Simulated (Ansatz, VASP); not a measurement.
**One calculation of AlNi, two programs**

```
Al Ni
1.0
     1.90583   -1.92008    0.00000
     1.90583    1.92008    0.00000
     0.00000    0.00000    3.04689
Al Ni
1 1
Direct
  0.00000 0.00000 0.00000
  0.50000 0.50000 0.50000
```

Alike in both runs: task single point; functional r2SCAN; k mesh 10 × 10 × 9; occupations fermi-dirac, width 0.15 eV; collinear spin.

|  | VASP | Ansatz |
| --- | --- | --- |
| version | VASP 6.6.1 | Ansatz 0.2.0 |
| potentials or method | VASP PAW PBE potentials, release 64 (Al, Ni), cutoff 520 eV | plane waves, PAW |
| valence electrons in the cell | 13 | 21 |

|  | VASP | Ansatz | Ansatz less VASP |
| --- | --- | --- | --- |
| net moment per atom (μB) | 0.00 | 0.00 | 0.000 |

VASP's potentials were made for PBE, not for r2SCAN. VASP's potentials hold 13 valence electrons a cell and Ansatz's 21, so a difference there can come from the potentials and not from the codes. Ansatz's warnings: seeded moment not kept, stability check not made.
